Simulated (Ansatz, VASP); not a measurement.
## Two plane-wave programs on TiC

```
CELL_PARAMETERS angstrom
0.00000 2.16400 2.16400
2.16400 0.00000 2.16400
2.16400 2.16400 0.00000
ATOMIC_POSITIONS crystal
Ti 0.00000 0.00000 0.00000
C 0.48845 0.51155 0.48845
```

Change from the starting cell: all C atoms moved -0.050 Å, as atom 2 along Cartesian [0 1 0].

Alike in both runs: task single point; functional r2SCAN; k mesh 18 × 18 × 18; occupations gaussian, width 0.15 eV; no spin polarisation.

|  | VASP | Ansatz |
| --- | --- | --- |
| version | VASP 6.6.1 | Ansatz 0.2.0 |
| potentials or method | VASP PAW PBE potentials, release 64 (Ti_sv, C), cutoff 520 eV | scalar-relativistic, plane waves, PAW |
| valence electrons in the cell | 16 | 16 |

```tsv
	VASP	Ansatz	Ansatz less VASP
gap on the k mesh at the Fermi level (eV)	none	none	-
pressure (GPa)	1.2	0.3	-0.95
traceless stress, the component that is largest in VASP (GPa)	0.48	0.46	-0.014
rms of the force components (eV/Å)	0.270	0.264	-0.0058
```

VASP's potentials were made for PBE, not for r2SCAN. Atom by atom the forces differ by 0.006 eV/Å (rms over components). A gap of «none» marks a metal or a gap that the smearing closes.
